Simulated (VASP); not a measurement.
Write the native input for VASP 6.6.1 that does the following.

```yaml
Task: single point
Functional: BLYP
Potentials_or_basis: VASP PAW PBE potentials, release 64 (Ge_d)
Cutoff: 520 eV
k_mesh: 8 × 8 × 12
Occupations: fermi-dirac, width 0.1 eV
Spin: no spin polarisation
Dipole_correction: no
Further_INCAR_settings: ALGO = Normal; EDIFF = 1e-07; NBANDS = 28
```

The structure of Ge lies in POSCAR:

```
Ge
1.0
    5.2655852792      0.0000000000      0.0000000000
   -2.6327926396      4.5601306176      0.0000000000
    0.0000000000      0.0000000000      3.0213603454
Ge
3
Direct
    0.0000000000      0.0000000000      0.0000000000
    0.3333333333      0.6666666667      0.5000000000
    0.6666666667      0.3333333333      0.5000000000
```

This cell differs from its parent crystal: volume scaled by 1.12.

One way to write it, as run:

INCAR

```
SYSTEM = Ge
  PREC = Accurate
  ENCUT = 520
  EDIFF = 1E-7
  ISMEAR = -1
  SIGMA = 0.1
  LREAL = .FALSE.
  LASPH = .TRUE.
  NELM = 60
  ALGO = Normal
  ISIF = 2
  LWAVE = .FALSE.
  LCHARG = .FALSE.
  GGA = B5
  ALDAX = 1.0
  AGGAX = 1.0
  AGGAC = 1.0
  ALDAC = 0.0
  NBANDS = 28
```

KPOINTS

```
Automatic mesh
0
G
  8 8 12
  0 0 0
```

Potentials or basis: VASP PAW PBE potentials, release 64 (Ge_d).

The run is started by

```sh
$ cat potpaw_PBE.64/Ge_d/POTCAR > POTCAR
$ mpirun -np 1 vasp_std > vasp.out
```

Results of the run:

```yaml
Pressure: -4.2 GPa
Band_gap_on_the_k_mesh: zero (band 21 reaches 6.30 eV, above the bottom of band 22 at 2.62 eV)
```

Caveat: the PAW data sets were made with another functional, which shifts forces and pressure a little.

Run time: 62 s on 1 thread of Intel(R) Xeon(R) 6975P-C (Granite Rapids) (shared host), peak memory 0.24 GiB.
